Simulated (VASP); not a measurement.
# BN (P6_3mc) in VASP: notebook

The runs below take BN through single point, with PBEsol.

Program: VASP 6.6.1. These are calculated values, not measurements. Logs are shortened: lines on timing, memory, paths and dates and some standing lists are left out, and cuts for length are marked.

## 1. The cell of the first run

It takes space group P6_3mc (No. 186, hexagonal). The conventional cell has a = 2.452 Å, b = 2.452 Å, c = 3.889 Å, α = 90.00°, β = 90.00°, γ = 120.00°. Within 1.9 Å of B (site symmetry 3m) lie 4 N at 1.46 to 1.50 Å. Within 1.9 Å of N (site symmetry 3m) lie 4 B at 1.46 to 1.50 Å.

## 2. Single point, PBEsol (strain -0.040 along x and y, -0.080 along z)

The input, INCAR:

```
PREC = Accurate ; ENCUT = 520
EDIFF = 1E-6 ; ISMEAR = 0
SIGMA = 0.05 ; LREAL = F
LASPH = T ; NELM = 100
ALGO = Normal ; ISIF = 2
LWAVE = F ; LCHARG = F
GGA = PS ; NBANDS = 16
```

The input, KPOINTS:

```
regular mesh
0
Gamma
  12 12 6
```

The input, POSCAR:

```
BN
1.0
    2.4517820176      0.0000000000      0.0000000000
   -1.2258910088      2.1233055118      0.0000000000
    0.0000000000      0.0000000000      3.8887066000
B N
2 2
Direct
    0.6666666667      0.3333333333      0.9997240000
    0.3333333333      0.6666666667      0.4997240000
    0.6666666667      0.3333333333      0.6252760000
    0.3333333333      0.6666666667      0.1252760000
```

Potentials or basis: VASP PAW PBE potentials, release 64 (B, N).

Run with:

```
> cat potpaw_PBE.64/B/POTCAR potpaw_PBE.64/N/POTCAR > POTCAR
> mpirun -np 1 vasp_std > vasp.out
```

OUTCAR:

```text
PREC = Accurate
   ENCUT = 520
   EDIFF = 1E-6
   ISMEAR = 0
   LREAL = F
   LASPH = T
   NELM = 100
   ISIF = 2
   GGA = PS

 ion  position               nearest neighbor table
   1  0.667  0.333  1.000-   3 1.46   4 1.50   4 1.50   4 1.50
   2  0.333  0.667  0.500-   4 1.46   3 1.50   3 1.50   3 1.50
   3  0.667  0.333  0.625-   1 1.46   2 1.50   2 1.50   2 1.50
   4  0.333  0.667  0.125-   2 1.46   1 1.50   1 1.50   1 1.50

  LATTYP: Found a hexagonal cell.
 ALAT       =     2.4517820176
 C/A-ratio  =     1.5860735465

  Lattice vectors:

 A1 = (   2.4517820176,   0.0000000000,   0.0000000000)
 A2 = (  -1.2258910088,   2.1233055118,   0.0000000000)
 A3 = (   0.0000000000,   0.0000000000,   3.8887066000)

Analysis of symmetry for initial positions (statically):
=====================================================================
 Subroutine PRICEL returns:
 Original cell was already a primitive cell.

 Routine SETGRP: Setting up the symmetry group for a
 hexagonal supercell.

 Subroutine GETGRP returns: Found 12 space group operations
 (whereof  6 operations were pure point group operations)
 out of a pool of 24 trial point group operations.

The static configuration has the point symmetry C_3v.
 The point group associated with its full space group is C_6v.

Analysis of symmetry for dynamics (positions and initial velocities):
=====================================================================
 Subroutine PRICEL returns:
 Original cell was already a primitive cell.

 Routine SETGRP: Setting up the symmetry group for a
 hexagonal supercell.

 Subroutine GETGRP returns: Found 12 space group operations
 (whereof  6 operations were pure point group operations)
 out of a pool of 24 trial point group operations.

The dynamic configuration has the point symmetry C_3v.
 The point group associated with its full space group is C_6v.

 Subroutine INISYM returns: Found 12 space group operations
 (whereof  6 operations are pure point group operations),
 and found     1 'primitive' translations

----------------------------------------------------------------------------------------

                                     Primitive cell

  volume of cell :      20.2441

  direct lattice vectors                    reciprocal lattice vectors
     2.451782018  0.000000000  0.000000000     0.407866602  0.235481892  0.000000000
    -1.225891009  2.123305512  0.000000000     0.000000000  0.470963785  0.000000000
     0.000000000  0.000000000  3.888706600     0.000000000  0.000000000  0.257154911

  length of vectors
     2.451782018  2.451782018  3.888706600     0.470963785  0.470963785  0.257154911

  position of ions in fractional coordinates (direct lattice)
     0.666666667  0.333333333  0.999724000
     0.333333333  0.666666667  0.499724000
     0.666666667  0.333333333  0.625276000
     0.333333333  0.666666667  0.125276000

  ion indices of the primitive-cell ions
   primitive index   ion index
                 1           1
                 2           2
                 3           3
                 4           4

----------------------------------------------------------------------------------------

 KPOINTS: regular mesh

Automatic generation of k-mesh.
 Grid dimensions read from file:
 generate k-points for:   12   12    6

 Generating k-lattice:

  Cartesian coordinates                     Fractional coordinates (reciprocal lattice)
     0.033988883  0.019623491  0.000000000     0.083333333  0.000000000  0.000000000
     0.000000000  0.039246982  0.000000000     0.000000000  0.083333333  0.000000000
     0.000000000  0.000000000  0.042859152     0.000000000  0.000000000  0.166666667

  Length of vectors
     0.039246982  0.039246982  0.042859152

  Shift w.r.t. Gamma in fractional coordinates (k-lattice)
     0.000000000  0.000000000  0.000000000

 Subroutine IBZKPT returns following result:
 ===========================================

 Found     76 irreducible k-points:

 Following reciprocal coordinates:
            Coordinates               Weight
  0.000000  0.000000  0.000000      1.000000
  0.083333  0.000000  0.000000      6.000000
  0.166667  0.000000  0.000000      6.000000
  0.250000  0.000000  0.000000      6.000000
  0.333333  0.000000  0.000000      6.000000
  0.416667 -0.000000  0.000000      6.000000
[... 16 lines left out ...]
  0.250000  0.000000  0.166667     12.000000
  0.333333  0.000000  0.166667     12.000000
 [... further k-points ...]
   k-points           NKPTS =     76   k-points in BZ     NKDIM =     76   number of bands    NBANDS=     16
   number of dos      NEDOS =    301   number of ions     NIONS =      4
   total plane-waves  NPLWV =   9720
   dimension x,y,z NGX =    18 NGY =   18 NGZ =   30
   dimension x,y,z NGXF=    36 NGYF=   36 NGZF=   60
   ions per type =               2   2
   NGX,Y,Z   is equivalent  to a cutoff of  12.21, 12.21, 12.83 a.u.
   NGXF,Y,Z  is equivalent  to a cutoff of  24.41, 24.41, 25.65 a.u.
 SYSTEM =  unknown system
   PREC   = accura    normal or accurate (medium, high low for compatibility)
   ISTART =      0    job   : 0-new  1-cont  2-samecut
   ICHARG =      2    charge: 1-file 2-atom 10-const
   ISPIN  =      1    spin polarized calculation?
   LNONCOLLINEAR =      F non collinear calculations
   LSORBIT =      F    spin-orbit coupling
   LASPH  =      T    aspherical Exc in radial PAW
   ENCUT  =  520.0 eV  38.22 Ry    6.18 a.u.   4.56  4.56  7.23*2*pi/ulx,y,z
   NELM   =    100;   NELMIN=  2; NELMDL= -5     # of ELM steps
   EDIFF  = 0.1E-05   stopping-criterion for ELM
   LREAL  =      F    real-space projection
   EDIFFG = 0.1E-04   stopping-criterion for IOM
   NSW    =      0    number of steps for IOM
   IBRION =     -1    ionic relax: 0-MD 1-quasi-New 2-CG
   NFREE  =      0    steps in history (QN), initial steepest desc. (CG)
   ISIF   =      2    stress and relaxation
   ISYM   =      2    0-nonsym 1-usesym 2-fastsym
   POTIM  = 0.5000    time-step for ionic-motion
   TEBEG  =    0.0;   TEEND  =   0.0 temperature during run
   PSTRESS=    0.0 pullay stress
   NELECT =      16.0000    total number of electrons
   NUPDOWN=      -1.0000    fix difference up-down
   EMIN   =  10.00;   EMAX   =-10.00  energy-range for DOS
   EFERMI =   0.00;   METHOD = LEGACY
   ISMEAR =     0;   SIGMA  =   0.05  broadening in eV -4-tet -1-fermi 0-gaus
   EFERMI_NEDOS =   21; number of points for ismear=-14 and -15
   IALGO  =     38    algorithm
   IMIX   =      4    mixing-type and parameters
     AMIX     =   0.40;   BMIX     =  1.00
     AMIX_MAG =   1.60;   BMIX_MAG =  1.00
  volume/ion in A,a.u.               =       5.06        34.15
  Fermi-wavevector in a.u.,A,eV,Ry     =   1.513613  2.860315 31.171298  2.291026
  Thomas-Fermi vector in A             =   2.623381
   LORBIT       =      0    0 simple, 1 ext, 2 COOP (PROOUT), +10 PAW based schemes
   GGA     = PS    functional components
   LHFCALC =     F    Hartree Fock is set to
   AEXX    =    0.0000 exact exchange contribution
   IVDW    =     0    specifies the selected vdW correction
   LEPSILON=     F    determine dielectric tensor
   LRPA    =     F    only Hartree local field effects (RPA)
 non-spin polarized calculation
 Gauss-broadening in eV      SIGMA  =   0.05
  energy-cutoff  :      520.00
  volume of cell :       20.24
 maximum number of plane-waves:       558
   NGX =  9   NGY =  9   NGZ = 15

 number of electron      15.9999999 magnetization

 Free energy of the ion-electron system (eV)
  ---------------------------------------------------
  ext. energy  EPLUGINS =         0.00000000
  ---------------------------------------------------
  free energy    TOTEN  =       -35.80362127 eV

  energy without entropy =      -35.80362127  energy(sigma->0) =      -35.80362127

 E-fermi :   9.7910     XC(G=0): -13.7718

 val. band max:        9.5508474093   @ k =   0.0000   0.0000   0.0000
 cond. band min:      14.3662166209   @ k =   0.3333   0.3333   0.0000
 fundamental gap:      4.8153692116
 Fermi energy:         9.7909717121

 k-point     1 :       0.0000    0.0000    0.0000
  band No.  band energies     occupation
      1     -12.7605      2.00000
      2      -7.3837      2.00000
      3      -2.8411      2.00000
      4       6.6793      2.00000
      5       6.6793      2.00000
      6       9.3511      2.00000
[... 8 lines left out ...]
     15      22.5788      0.00000
     16      28.1371      0.00000

 k-point     2 :       0.0833    0.0000    0.0000
  band No.  band energies     occupation
      1     -12.5947      2.00000
      2      -7.2563      2.00000
      3      -2.6838      2.00000
      4       5.9347      2.00000
      5       6.3473      2.00000
      6       8.9101      2.00000
[... 8 lines left out ...]
     15      23.1000      0.00000
     16      27.6946      0.00000

 k-point     3 :       0.1667    0.0000    0.0000
  band No.  band energies     occupation
      1     -12.1007      2.00000
      2      -6.8931      2.00000
      3      -2.2178      2.00000
      4       4.1385      2.00000
      5       5.5792      2.00000
      6       7.4692      2.00000
[... 8 lines left out ...]
     15      24.4597      0.00000
     16      26.2996      0.00000

 k-point     4 :       0.2500    0.0000    0.0000
  band No.  band energies     occupation
      1     -11.2926      2.00000
      2      -6.3715      2.00000
      3      -1.4715      2.00000
      4       2.0252      2.00000
      5       4.7316      2.00000
      6       5.6099      2.00000
[... 8 lines left out ...]
     15      26.2391      0.00000
     16      26.7466      0.00000
[... 324 lines left out ...]
 k-point    22 :       0.1667    0.0000    0.1667
  band No.  band energies     occupation
      1     -11.9043      2.00000
      2      -7.6964      2.00000
      3      -1.1184      2.00000
      4       4.3250      2.00000
      5       5.7506      2.00000
      6       6.8981      2.00000
[... 8 lines left out ...]
     15      24.4387      0.00000
     16      26.8279      0.00000

 k-point    23 :       0.2500    0.0000    0.1667
  band No.  band energies     occupation
      1     -11.1010      2.00000
      2      -7.0860      2.00000
      3      -0.5806      2.00000
      4       2.3120      2.00000
      5       4.9117      2.00000
      6       4.9980      2.00000
[... 8 lines left out ...]
     15      25.7942      0.00000
     16      27.1669      0.00000

 k-point    24 :       0.3333    0.0000    0.1667
  band No.  band energies     occupation
      1     -10.0226      2.00000
      2      -6.4446      2.00000
      3      -0.6601      2.00000
      4       1.2973      2.00000
      5       3.0506      2.00000
      6       4.2106      2.00000
[... 8 lines left out ...]
     15      27.5221      0.00000
     16      28.4297      0.00000

 [... further k-points ...]

------------------------ aborting loop because EDIFF is reached ----------------------------------------

  FORCE on cell =-STRESS in cart. coord.  units (eV):
  Direction    XX          YY          ZZ          XY          YZ          ZX
  --------------------------------------------------------------------------------------
  -------------------------------------------------------------------------------------
  Total        7.2298977      7.2298977     15.2269342      0.0000000      0.0000000      0.0000000
  in kB      572.1938908    572.1938908   1205.1012411      0.0000000      0.0000000      0.0000000
  external PRESSURE =     783.1630076 kB  Pullay stress =       0.0000000 kB

 VOLUME and BASIS-vectors are now :
 -----------------------------------------------------------------------------
  energy-cutoff  :      520.00
  volume of cell :       20.24
      direct lattice vectors                 reciprocal lattice vectors
     2.451782018  0.000000000  0.000000000     0.407866602  0.235481892  0.000000000
    -1.225891009  2.123305512  0.000000000     0.000000000  0.470963785  0.000000000
     0.000000000  0.000000000  3.888706600     0.000000000  0.000000000  0.257154911

 POSITION                                       TOTAL-FORCE (eV/Angst)
 -----------------------------------------------------------------------------------
      1.22589      0.70777      3.88763         0.000000      0.000000      0.461656
     -0.00000      1.41554      1.94328        -0.000000     -0.000000      0.461656
      1.22589      0.70777      2.43151         0.000000      0.000000     -0.461656
     -0.00000      1.41554      0.48716         0.000000     -0.000000     -0.461656
 -----------------------------------------------------------------------------------
    total drift:                               -0.000000     -0.000000     -0.000664

  FREE ENERGIE OF THE ION-ELECTRON SYSTEM (eV)
  ---------------------------------------------------
  free  energy   TOTEN  =       -35.8036212686 eV

  energy  without entropy=      -35.8036212686  energy(sigma->0) =      -35.80362127
```

Run time: 20 s. Hardware: 1 thread of AMD EPYC 7R43 (Zen 3), shared host; peak memory 0.1 GiB.

Results:

* Free energy: -35.8036 eV
* Pressure: 78.3 GPa
* Largest force: 0.462 eV/Å
* Band gap on the k mesh: 4.82 eV, indirect (least direct gap 8.49 eV)

Forces in eV/Å, atoms in the order of the input:
```
B    0.000  0.000  0.462
B    0.000  0.000  0.462
N    0.000  0.000 -0.462
N    0.000  0.000 -0.462
```

Levels at points of the mesh, in eV from the valence-band top:
```csv
k point,band 5,band 6,band 7,band 8,band 9,band 10,band 11,band 12
"(0.00, 0.00, 0.00)",-2.87,-0.20,0.00,0.00,8.49,8.49,10.53,10.65
"(0.50, 0.00, 0.00)",-7.87,-6.14,-5.39,-2.27,6.64,8.60,11.02,12.53
"(0.00, 0.00, 0.50)",-1.61,-1.61,-1.61,-1.61,10.29,10.29,10.38,10.38
"(0.50, 0.00, 0.50)",-4.55,-4.55,-3.87,-3.87,7.06,7.06,11.33,11.33
```

Caveat: the cell differs from its parent crystal (strain -0.040 along x and y, -0.080 along z); the PAW data sets were made with another functional, which shifts forces and pressure a little. A k mesh can miss the band edges.

## 3. Single point, PBEsol (strain -0.080 along x and y, +0.040 along z)

The input, INCAR:

```
SYSTEM = BN
PREC     = Accurate       ! precision mode
ENCUT    = 520            ! plane-wave cutoff, eV
EDIFF    = 1E-6           ! SCF threshold, eV
ISMEAR   = 0              ! smearing method
SIGMA    = 0.05           ! smearing width, eV
LREAL    = .FALSE.        ! projectors in reciprocal space
LASPH    = .TRUE.         ! aspherical terms in the spheres
NELM     = 100            ! most SCF steps
ALGO     = Normal         ! electronic algorithm
ISIF     = 2              ! what is computed and relaxed
LWAVE    = .FALSE.        ! write WAVECAR
LCHARG   = .FALSE.        ! write CHGCAR
GGA      = PS             ! functional
NBANDS   = 16             ! bands
```

The input, KPOINTS:

```
Automatic mesh
0
G
  12 12 6
  0 0 0
```

The input, POSCAR:

```
BN
1.0
    2.3496244336      0.0000000000      0.0000000000
   -1.1748122168      2.0348344488      0.0000000000
    0.0000000000      0.0000000000      4.3959292000
B N
2 2
Direct
    0.6666666667      0.3333333333      0.9997240000
    0.3333333333      0.6666666667      0.4997240000
    0.6666666667      0.3333333333      0.6252760000
    0.3333333333      0.6666666667      0.1252760000
```

Potentials or basis: VASP PAW PBE potentials, release 64 (B, N).

Run with:

```
> cat potpaw_PBE.64/B/POTCAR potpaw_PBE.64/N/POTCAR > POTCAR
> mpirun -np 1 vasp_std > vasp.out
```

It took 23 s on 1 thread of AMD EPYC 7R43 (Zen 3), shared host; peak memory 0.1 GiB.

The run converged. Its results:

```
Free energy            : -35.4171 eV
Pressure               : 62.2 GPa
Largest force          : 0.424 eV/Å
Band gap on the k mesh : 4.13 eV, indirect (least direct gap 4.84 eV)
```

Forces in eV/Å, atoms in the order of the input:
```
B    0.000  0.000 -0.424
B    0.000  0.000 -0.424
N    0.000  0.000  0.424
N    0.000  0.000  0.424
```

Stress tensor (GPa, compression positive):
```
111.72   0.00   0.00
  0.00 111.72   0.00
  0.00   0.00 -36.74
```

Levels at points of the mesh, in eV from the valence-band top:
| k point | band 6 | band 7 | band 8 | band 9 | band 10 | band 11 |
| --- | --- | --- | --- | --- | --- | --- |
| (0.00, 0.00, 0.00) | -1.39 | 0.00 | 0.00 | 4.84 | 9.93 | 9.93 |
| (0.50, 0.00, 0.00) | -5.07 | -5.06 | -2.93 | 6.87 | 7.94 | 10.74 |
| (0.00, 0.00, 0.50) | -0.82 | -0.82 | -0.82 | 10.65 | 10.65 | 11.23 |
| (0.50, 0.00, 0.50) | -4.77 | -4.12 | -4.12 | 5.75 | 5.75 | 10.49 |

Caveat: the cell differs from its parent crystal (strain -0.080 along x and y, +0.040 along z); the PAW data sets were made with another functional, which shifts forces and pressure a little. A k mesh can miss the band edges.
